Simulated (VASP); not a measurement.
Input of a VASP 6.6.1 run:

INCAR

```
ALGO = Normal ; EDIFF = 1E-8
ENCUT = 520 ; GGA = PE
ISIF = 2 ; ISMEAR = -1
LASPH = T ; LCHARG = F
LEFG = T ; LREAL = F
LWAVE = F ; NBANDS = 9
NELM = 100 ; PREC = Accurate
SIGMA = 0.08
```

The input KPOINTS:

```
k-points
0
Gamma
  12 12 7
```

File POSCAR:

```
Mg
1.0
    3.2092715325      0.0000000000      0.0000000000
   -1.6046357662      2.7793106748      0.0000000000
    0.0000000000      0.0000000000      5.1582267000
Mg
2
Direct
    0.3333333333      0.6666666667      0.2500000000
    0.6666666667      0.3333333333      0.7500000000
```

Potentials or basis: VASP PAW PBE potentials, release 64 (Mg).

Launch:

```bash
$ cat potpaw_PBE.64/Mg/POTCAR > POTCAR
$ mpirun -np 1 vasp_std > vasp.out
```

Q: Predict the pressure.

A: -0.2 GPa.

Q: Estimate the band gap on the k mesh.

A: Zero (bands 2 and 3 overlap by 2.12 eV).

Stress tensor (GPa, compression positive):
```
-0.16  0.00  0.00
 0.00 -0.16  0.00
 0.00  0.00 -0.36
```

Caveat: the cell differs from its parent crystal (zz strain of -1 %); without QUAD_EFG the Cq values of the log hold for a quadrupole moment of 1 mb, not for the nuclei.
